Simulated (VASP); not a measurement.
# Zr2GeCl4 (P3m1) in VASP: a series of runs

Zr2GeCl4 is run at these levels: PBE; tasks: single point.

Everything below comes from runs of VASP 6.6.1. Logs are shortened: lines on timing, memory, paths and dates and some standing lists are left out, and cuts for length are marked.

## (1) The cell of the first run

It takes space group P3m1 (No. 156, trigonal). Conventional cell: a = 3.330 Å, b = 3.330 Å, c = 19.083 Å, α = 90.00°, β = 90.00°, γ = 120.00°. Within 3.4 Å of Zr (site symmetry 3m) lie 6 Cl at 2.60 Å and 6 Zr at 3.33 Å. Within 3.4 Å of Zr (site symmetry 3m) lie 6 Cl at 2.60 Å and 6 Zr at 3.33 Å. Within 4.4 Å of Ge (site symmetry 3m) lie 6 Ge at 3.33 Å and 1 Cl at 4.10 Å. Within 3.4 Å of Cl (site symmetry 3m) lie 3 Zr at 2.60 Å and 6 Cl at 3.33 Å. Cl (site symmetry 3m) has 3 Zr at 2.60 Å and 6 Cl at 3.33 Å within 3.4 Å. Within 3.4 Å of Cl (site symmetry 3m) lie 3 Zr at 2.60 Å and 6 Cl at 3.33 Å. Cl (site symmetry 3m) has 3 Zr at 2.60 Å and 6 Cl at 3.33 Å within 3.4 Å.

## (2) Single point, PBE (volume scaled by 0.97, then relaxed in part)

The input, INCAR:

```
  PREC = Accurate
  ENCUT = 520
  EDIFF = 1E-6
  ISMEAR = 0
  SIGMA = 0.1
  LREAL = F
  LASPH = T
  NELM = 100
  ALGO = Normal
  ISIF = 2
  LWAVE = F
  LCHARG = F
  GGA = PE
  NBANDS = 42
```

The input, KPOINTS:

```
regular mesh
0
Gamma
  12 12 2
```

The input, POSCAR:

```
Zr2GeCl4
1.0
    3.3302140791      0.0000000000      0.0000000000
   -1.6651070396      2.8840499925      0.0000000000
    0.0000000000      0.0000000000     19.0827787947
Zr Ge Cl
2 1 4
Direct
    0.0000000000      0.0000000000      0.3143454260
    0.6666666667      0.3333333333      0.6987137691
    0.0000000000      0.0000000000      0.0048104286
    0.0000000000      0.0000000000      0.6071297185
    0.6666666667      0.3333333333      0.4059217726
    0.6666666667      0.3333333333      0.2229604350
    0.0000000000      0.0000000000      0.7901194500
```

Potentials or basis: VASP PAW PBE potentials, release 64 (Zr_sv, Ge_d, Cl).

Started as:

```sh
$ cat potpaw_PBE.64/Zr_sv/POTCAR potpaw_PBE.64/Ge_d/POTCAR potpaw_PBE.64/Cl/POTCAR > POTCAR
$ mpirun -np 1 vasp_std > vasp.out
```

OUTCAR:

```text
PREC = Accurate
   ENCUT = 520
   EDIFF = 1E-6
   ISMEAR = 0
   LREAL = F
   LASPH = T
   NELM = 100
   ISIF = 2
   GGA = PE

 ion  position               nearest neighbor table
   1  0.000  0.000  0.314-   6 2.60   6 2.60   6 2.60   5 2.60   5 2.60   5 2.60
   2  0.667  0.333  0.699-   7 2.60   7 2.60   7 2.60   4 2.60   4 2.60   4 2.60
   3  0.000  0.000  0.005-
   4  0.000  0.000  0.607-   2 2.60   2 2.60   2 2.60
   5  0.667  0.333  0.406-   1 2.60   1 2.60   1 2.60
   6  0.667  0.333  0.223-   1 2.60   1 2.60   1 2.60
   7  0.000  0.000  0.790-   2 2.60   2 2.60   2 2.60

  LATTYP: Found a hexagonal cell.
 ALAT       =     3.3302140791
 C/A-ratio  =     5.7301958197

  Lattice vectors:

 A1 = (   3.3302140791,   0.0000000000,   0.0000000000)
 A2 = (  -1.6651070396,   2.8840499925,   0.0000000000)
 A3 = (   0.0000000000,   0.0000000000,  19.0827787947)

Analysis of symmetry for initial positions (statically):
=====================================================================
 Subroutine PRICEL returns:
 Original cell was already a primitive cell.

 Routine SETGRP: Setting up the symmetry group for a
 hexagonal supercell.

 Subroutine GETGRP returns: Found  6 space group operations
 (whereof  6 operations were pure point group operations)
 out of a pool of 24 trial point group operations.

The static configuration has the point symmetry C_3v.

Analysis of symmetry for dynamics (positions and initial velocities):
=====================================================================
 Subroutine PRICEL returns:
 Original cell was already a primitive cell.

 Routine SETGRP: Setting up the symmetry group for a
 hexagonal supercell.

 Subroutine GETGRP returns: Found  6 space group operations
 (whereof  6 operations were pure point group operations)
 out of a pool of 24 trial point group operations.

The dynamic configuration has the point symmetry C_3v.

 Subroutine INISYM returns: Found  6 space group operations
 (whereof  6 operations are pure point group operations),
 and found     1 'primitive' translations

----------------------------------------------------------------------------------------

                                     Primitive cell

  volume of cell :     183.2806

  direct lattice vectors                    reciprocal lattice vectors
     3.330214079  0.000000000  0.000000000     0.300280996  0.173367314  0.000000000
    -1.665107040  2.884049993  0.000000000     0.000000000  0.346734628  0.000000000
     0.000000000  0.000000000 19.082778795     0.000000000  0.000000000  0.052403270

  length of vectors
     3.330214079  3.330214079 19.082778795     0.346734628  0.346734628  0.052403270

  position of ions in fractional coordinates (direct lattice)
     0.000000000  0.000000000  0.314345426
     0.666666667  0.333333333  0.698713769
     0.000000000  0.000000000  0.004810429
     0.000000000  0.000000000  0.607129718
     0.666666667  0.333333333  0.405921773
     0.666666667  0.333333333  0.222960435
     0.000000000  0.000000000  0.790119450

  ion indices of the primitive-cell ions
   primitive index   ion index
                 1           1
                 2           2
                 3           3
                 4           4
                 5           5
                 6           6
                 7           7

----------------------------------------------------------------------------------------

 KPOINTS: regular mesh

Automatic generation of k-mesh.
 Grid dimensions read from file:
 generate k-points for:   12   12    2

 Generating k-lattice:

  Cartesian coordinates                     Fractional coordinates (reciprocal lattice)
     0.025023416  0.014447276  0.000000000     0.083333333  0.000000000  0.000000000
     0.000000000  0.028894552  0.000000000     0.000000000  0.083333333  0.000000000
     0.000000000  0.000000000  0.026201635     0.000000000  0.000000000  0.500000000

  Length of vectors
     0.028894552  0.028894552  0.026201635

  Shift w.r.t. Gamma in fractional coordinates (k-lattice)
     0.000000000  0.000000000  0.000000000

 Subroutine IBZKPT returns following result:
 ===========================================

 Found     38 irreducible k-points:

 Following reciprocal coordinates:
            Coordinates               Weight
  0.000000  0.000000  0.000000      1.000000
  0.083333  0.000000  0.000000      6.000000
  0.166667  0.000000  0.000000      6.000000
  0.250000  0.000000  0.000000      6.000000
  0.333333 -0.000000  0.000000      6.000000
  0.416667  0.000000  0.000000      6.000000
[... 16 lines left out ...]
  0.250000  0.000000  0.500000      6.000000
  0.333333 -0.000000  0.500000      6.000000
 [... further k-points ...]
   k-points           NKPTS =     38   k-points in BZ     NKDIM =     38   number of bands    NBANDS=     42
   number of dos      NEDOS =    301   number of ions     NIONS =      7
   total plane-waves  NPLWV = 112896
   dimension x,y,z NGX =    28 NGY =   28 NGZ =  144
   dimension x,y,z NGXF=    56 NGYF=   56 NGZF=  288
   ions per type =               2   1   4
   NGX,Y,Z   is equivalent  to a cutoff of  13.98, 13.98, 12.55 a.u.
   NGXF,Y,Z  is equivalent  to a cutoff of  27.96, 27.96, 25.09 a.u.
 SYSTEM =  unknown system
   PREC   = accura    normal or accurate (medium, high low for compatibility)
   ISTART =      0    job   : 0-new  1-cont  2-samecut
   ICHARG =      2    charge: 1-file 2-atom 10-const
   ISPIN  =      1    spin polarized calculation?
   LNONCOLLINEAR =      F non collinear calculations
   LSORBIT =      F    spin-orbit coupling
   LASPH  =      T    aspherical Exc in radial PAW
   ENCUT  =  520.0 eV  38.22 Ry    6.18 a.u.   6.19  6.19 35.48*2*pi/ulx,y,z
   NELM   =    100;   NELMIN=  2; NELMDL= -5     # of ELM steps
   EDIFF  = 0.1E-05   stopping-criterion for ELM
   LREAL  =      F    real-space projection
   EDIFFG = 0.1E-04   stopping-criterion for IOM
   NSW    =      0    number of steps for IOM
   IBRION =     -1    ionic relax: 0-MD 1-quasi-New 2-CG
   NFREE  =      0    steps in history (QN), initial steepest desc. (CG)
   ISIF   =      2    stress and relaxation
   ISYM   =      2    0-nonsym 1-usesym 2-fastsym
   POTIM  = 0.5000    time-step for ionic-motion
   TEBEG  =    0.0;   TEEND  =   0.0 temperature during run
   PSTRESS=    0.0 pullay stress
   NELECT =      66.0000    total number of electrons
   NUPDOWN=      -1.0000    fix difference up-down
   EMIN   =  10.00;   EMAX   =-10.00  energy-range for DOS
   EFERMI =   0.00;   METHOD = LEGACY
   ISMEAR =     0;   SIGMA  =   0.10  broadening in eV -4-tet -1-fermi 0-gaus
   EFERMI_NEDOS =   21; number of points for ismear=-14 and -15
   IALGO  =     38    algorithm
   IMIX   =      4    mixing-type and parameters
     AMIX     =   0.40;   BMIX     =  1.00
     AMIX_MAG =   1.60;   BMIX_MAG =  1.00
  volume/ion in A,a.u.               =      26.18       176.69
  Fermi-wavevector in a.u.,A,eV,Ry     =   1.164709  2.200980 18.456931  1.356546
  Thomas-Fermi vector in A             =   2.301243
   LORBIT       =      0    0 simple, 1 ext, 2 COOP (PROOUT), +10 PAW based schemes
   GGA     = PE    functional components
   LHFCALC =     F    Hartree Fock is set to
   AEXX    =    0.0000 exact exchange contribution
   IVDW    =     0    specifies the selected vdW correction
   LEPSILON=     F    determine dielectric tensor
   LRPA    =     F    only Hartree local field effects (RPA)
 non-spin polarized calculation
 Gauss-broadening in eV      SIGMA  =   0.10
  energy-cutoff  :      520.00
  volume of cell :      183.28
 maximum number of plane-waves:      4968
 NGX is ok and might be reduce to    28
   NGX = 13   NGY = 13   NGZ = 71

 number of electron      66.0000006 magnetization

 Free energy of the ion-electron system (eV)
  ---------------------------------------------------
  ext. energy  EPLUGINS =         0.00000000
  ---------------------------------------------------
  free energy    TOTEN  =       -37.47604119 eV

  energy without entropy =      -37.46474416  energy(sigma->0) =      -37.47039267

 E-fermi :   4.5943     XC(G=0):  -8.7839

 val. band max:        4.5912795459   @ k =   0.3333   0.2500   0.5000
 cond. band min:       4.6259008981   @ k =   0.3333   0.3333   0.5000
 fundamental gap:      0.0346213521
 Fermi energy:         4.5943300406

 k-point     1 :       0.0000    0.0000    0.0000
  band No.  band energies     occupation
      1     -44.9239      2.00000
      2     -44.9206      2.00000
      3     -23.2297      2.00000
      4     -23.2261      2.00000
      5     -22.6797      2.00000
      6     -22.6797      2.00000
[... 34 lines left out ...]
     41       6.8086      0.00000
     42       7.2199      0.00000

 k-point     2 :       0.0833    0.0000    0.0000
  band No.  band energies     occupation
      1     -44.9197      2.00000
      2     -44.9164      2.00000
      3     -23.2186      2.00000
      4     -23.2150      2.00000
      5     -22.7231      2.00000
      6     -22.7200      2.00000
[... 34 lines left out ...]
     41       6.9088      0.00000
     42       7.5778      0.00000

 k-point     3 :       0.1667    0.0000    0.0000
  band No.  band energies     occupation
      1     -44.9082      2.00000
      2     -44.9049      2.00000
      3     -23.1882      2.00000
      4     -23.1845      2.00000
      5     -22.8396      2.00000
      6     -22.8366      2.00000
[... 34 lines left out ...]
     41       7.1525      0.00000
     42       7.5874      0.00000

 k-point     4 :       0.2500    0.0000    0.0000
  band No.  band energies     occupation
      1     -44.8925      2.00000
      2     -44.8891      2.00000
      3     -23.1462      2.00000
      4     -23.1425      2.00000
      5     -22.9944      2.00000
      6     -22.9913      2.00000
[... 844 lines left out ...]
     41       7.1525      0.00000
     42       7.5878      0.00000

 k-point    23 :       0.2500    0.0000    0.5000
  band No.  band energies     occupation
      1     -44.8925      2.00000
      2     -44.8891      2.00000
      3     -23.1462      2.00000
      4     -23.1425      2.00000
      5     -22.9944      2.00000
      6     -22.9913      2.00000
[... 34 lines left out ...]
     41       7.4089      0.00000
     42       7.4201      0.00000

 k-point    24 :       0.3333   -0.0000    0.5000
  band No.  band energies     occupation
      1     -44.8766      2.00000
      2     -44.8733      2.00000
      3     -23.1445      2.00000
      4     -23.1414      2.00000
      5     -23.1038      2.00000
      6     -23.1001      2.00000
[... 34 lines left out ...]
     41       7.6021      0.00000
     42       7.6203      0.00000

 [... further k-points ...]

------------------------ aborting loop because EDIFF is reached ----------------------------------------

  FORCE on cell =-STRESS in cart. coord.  units (eV):
  Direction    XX          YY          ZZ          XY          YZ          ZX
  --------------------------------------------------------------------------------------
  -------------------------------------------------------------------------------------
  Total        0.0948592      0.0948592      0.1699617     -0.0000000      0.0000000      0.0000000
  in kB        0.8292275      0.8292275      1.4857477     -0.0000000      0.0000000      0.0000000
  external PRESSURE =       1.0480676 kB  Pullay stress =       0.0000000 kB

 VOLUME and BASIS-vectors are now :
 -----------------------------------------------------------------------------
  energy-cutoff  :      520.00
  volume of cell :      183.28
      direct lattice vectors                 reciprocal lattice vectors
     3.330214079  0.000000000  0.000000000     0.300280996  0.173367314  0.000000000
    -1.665107040  2.884049993  0.000000000     0.000000000  0.346734628  0.000000000
     0.000000000  0.000000000 19.082778795     0.000000000  0.000000000  0.052403270

 POSITION                                       TOTAL-FORCE (eV/Angst)
 -----------------------------------------------------------------------------------
      0.00000      0.00000      5.99858         0.000000     -0.000000     -0.002047
      1.66511      0.96135     13.33340        -0.000000     -0.000000      0.002242
      0.00000      0.00000      0.09180         0.000000     -0.000000     -0.000595
      0.00000      0.00000     11.58572         0.000000      0.000000     -0.012885
      1.66511      0.96135      7.74612         0.000000     -0.000000      0.013011
      1.66511      0.96135      4.25470         0.000000     -0.000000     -0.011758
      0.00000      0.00000     15.07767        -0.000000      0.000000      0.012032
 -----------------------------------------------------------------------------------
    total drift:                               -0.000001     -0.000000     -0.000419

  FREE ENERGIE OF THE ION-ELECTRON SYSTEM (eV)
  ---------------------------------------------------
  free  energy   TOTEN  =       -37.4760411887 eV

  energy  without entropy=      -37.4647441555  energy(sigma->0) =      -37.47039267
```

Run time: 6.7 min. Hardware: 1 thread of Intel Xeon 6975P-C, shared host; peak memory 0.49 GiB.

Results:

```yaml
Free_energy: -37.4760 eV
Pressure: 0.1 GPa
Largest_force: 0.013 eV/Å
Band_gap_on_the_k_mesh: zero (band 33 reaches 4.63 eV, above the bottom of band 34 at 4.59 eV)
```

Forces on the atoms (eV/Å):
```
Zr   0.000  0.000 -0.002
Zr   0.000  0.000  0.002
Ge   0.000  0.000 -0.001
Cl   0.000  0.000 -0.013
Cl   0.000  0.000  0.013
Cl   0.000  0.000 -0.012
Cl   0.000  0.000  0.012
```

Levels at points of the mesh, in eV from the Fermi level:
| k point | band 29 | band 30 | band 31 | band 32 | band 33 | band 34 | band 35 | band 36 | band 37 | band 38 |
| --- | --- | --- | --- | --- | --- | --- | --- | --- | --- | --- |
| (0.00, 0.00, 0.00) | -4.07 | -4.07 | -1.39 | -0.85 | -0.57 | 1.19 | 1.19 | 1.20 | 1.20 | 2.21 |
| (0.50, 0.00, 0.00) | -4.41 | -4.39 | -2.50 | -1.18 | -1.16 | 1.26 | 2.35 | 2.51 | 2.97 | 3.05 |
| (0.00, 0.00, 0.50) | -4.07 | -4.07 | -1.42 | -0.70 | -0.68 | 1.19 | 1.19 | 1.20 | 1.20 | 2.21 |
| (0.50, 0.00, 0.50) | -4.41 | -4.39 | -2.50 | -1.18 | -1.15 | 1.26 | 2.38 | 2.47 | 2.96 | 3.06 |

Caveat: the cell differs from its parent crystal (volume scaled by 0.97, then relaxed in part).

## (3) Single point, PBE

This run uses another cell than the first one, of 26.99 Å³/atom, 1.031 times its volume.

The input, INCAR:

```
SYSTEM = Zr2GeCl4
PREC = Accurate ; ENCUT = 520
EDIFF = 1E-6 ; ISMEAR = 0
SIGMA = 0.1 ; LREAL = .FALSE.
LASPH = .TRUE. ; NELM = 60
ALGO = Normal ; ISIF = 2
LWAVE = .FALSE. ; LCHARG = .FALSE.
GGA = PE ; NBANDS = 42
```

The input, KPOINTS:

```
regular mesh
0
G
  12 12 2
  0 0 0
```

The input, POSCAR:

```
Zr2GeCl4
1.0
    3.3333611796      0.0000000000      0.0000000000
   -1.6666805898      2.8867754615      0.0000000000
    0.0000000000      0.0000000000     19.6358379914
Zr Ge Cl
2 1 4
Direct
    0.0000000000      0.0000000000      0.3137389766
    0.6666666667      0.3333333333      0.6993486885
    0.0000000000      0.0000000000      0.0047322952
    0.0000000000      0.0000000000      0.6103799420
    0.6666666667      0.3333333333      0.4027020218
    0.6666666667      0.3333333333      0.2249630687
    0.0000000000      0.0000000000      0.7881360071
```

Potentials or basis: VASP PAW PBE potentials, release 64 (Zr_sv, Ge_d, Cl).

Started as:

```sh
$ cat potpaw_PBE.64/Zr_sv/POTCAR potpaw_PBE.64/Ge_d/POTCAR potpaw_PBE.64/Cl/POTCAR > POTCAR
$ mpirun -np 1 vasp_std > vasp.out
```

Wall time 5.9 min (1 thread of Intel Xeon 6975P-C, shared host); peak memory 0.5 GiB.

The run converged. Its results:

```
Free energy            : -37.4787 eV
Pressure               : 0.0 GPa
Largest force          : 0.012 eV/Å
Band gap on the k mesh : zero (band 33 reaches 4.36 eV, above the bottom of band 34 at 4.34 eV)
```

Forces on the atoms (eV/Å):
```
Zr   0.000  0.000 -0.001
Zr   0.000  0.000  0.002
Ge   0.000  0.000 -0.001
Cl   0.000  0.000 -0.012
Cl   0.000  0.000  0.012
Cl   0.000  0.000 -0.010
Cl   0.000  0.000  0.010
```

Stress tensor (GPa, compression positive):
```
-0.05  0.00  0.00
 0.00 -0.05  0.00
 0.00  0.00  0.03
```

Levels at points of the mesh, in eV from the Fermi level:
```csv
k point,band 30,band 31,band 32,band 33,band 34,band 35,band 36,band 37
"(0.00, 0.00, 0.00)",-4.08,-1.38,-0.84,-0.61,1.19,1.19,1.19,1.19
"(0.50, 0.00, 0.00)",-4.41,-2.49,-1.18,-1.16,1.27,2.35,2.47,2.96
"(0.00, 0.00, 0.50)",-4.08,-1.41,-0.72,-0.71,1.19,1.19,1.19,1.19
"(0.50, 0.00, 0.50)",-4.41,-2.49,-1.18,-1.16,1.27,2.37,2.45,2.96
```

## (4) Single point, PBE (volume scaled by 1.03, then relaxed in part)

The input, INCAR:

```
SYSTEM = Zr2GeCl4
  ALGO = Normal
  EDIFF = 1E-6
  ENCUT = 520
  GGA = PE
  ISIF = 2
  ISMEAR = 0
  LASPH = .True.
  LCHARG = .False.
  LREAL = .False.
  LWAVE = .False.
  NBANDS = 42
  NELM = 80
  PREC = Accurate
  SIGMA = 0.1
```

The input, KPOINTS:

```
k-points
0
Gamma
  12 12 2
  0 0 0
```

The input, POSCAR:

```
Zr2GeCl4
1.0
    3.3345239104      0.0000000000      0.0000000000
   -1.6672619552      2.8877824159      0.0000000000
    0.0000000000      0.0000000000     20.2108109508
Zr Ge Cl
2 1 4
Direct
    0.0000000000      0.0000000000      0.3137606647
    0.6666666667      0.3333333333      0.6997337391
    0.0000000000      0.0000000000      0.0035195916
    0.0000000000      0.0000000000      0.6133119710
    0.6666666667      0.3333333333      0.4001762835
    0.6666666667      0.3333333333      0.2275202128
    0.0000000000      0.0000000000      0.7859785372
```

Started as:

```sh
$ cat potpaw_PBE.64/Zr_sv/POTCAR potpaw_PBE.64/Ge_d/POTCAR potpaw_PBE.64/Cl/POTCAR > POTCAR
$ mpirun -np 1 vasp_std > vasp.out
```

Run time: 6 min. Hardware: 1 thread of Intel Xeon 6975P-C, shared host; peak memory 0.51 GiB.

Results (log left out):

- Free energy: -37.4785 eV
- Pressure: -0.1 GPa
- Largest force: 0.012 eV/Å
- Band gap on the k mesh: zero (band 33 reaches 4.11 eV, above the bottom of band 34 at 4.10 eV)

Forces in eV/Å, atoms in the order of the input:
```
Zr   0.000  0.000 -0.002
Zr   0.000  0.000  0.002
Ge   0.000  0.000  0.001
Cl   0.000  0.000 -0.012
Cl   0.000  0.000  0.011
Cl   0.000  0.000 -0.011
Cl   0.000  0.000  0.011
```

Levels at points of the mesh, in eV from the Fermi level:
```
           k point  band 30  band 31  band 32  band 33  band 34  band 35  band 36  band 37
(0.00, 0.00, 0.00)    -4.09    -1.38    -0.84    -0.65     1.18     1.18     1.18     1.18
(0.50, 0.00, 0.00)    -4.42    -2.49    -1.18    -1.17     1.27     2.35     2.45     2.96
(0.00, 0.00, 0.50)    -4.09    -1.40    -0.74    -0.73     1.18     1.18     1.18     1.18
(0.50, 0.00, 0.50)    -4.42    -2.49    -1.18    -1.17     1.27     2.37     2.43     2.96
```

Caveat: the cell differs from its parent crystal (volume scaled by 1.03, then relaxed in part).

## (5) Summary

```csv
cell,gap on the mesh (eV),pressure (GPa),largest force (eV/Å)
"a = 3.330, b = 3.330, c = 19.083 Å, angles 90.0, 90.0, 120.0°, 7 atoms",none,0.1,0.01
"a = 3.333, b = 3.333, c = 19.636 Å, angles 90.0, 90.0, 120.0°, 7 atoms",none,0.0,0.01
"a = 3.335, b = 3.335, c = 20.211 Å, angles 90.0, 90.0, 120.0°, 7 atoms",none,-0.1,0.01
```

Alike in all rows: task single point; level PBE; potentials or basis VASP PAW PBE potentials, release 64 (Zr_sv, Ge_d, Cl); no spin polarisation; k mesh 12 × 12 × 2; cutoff (eV) 520; smearing gaussian 0.1 eV.

Absolute energies hang on the potentials; compare differences alone.
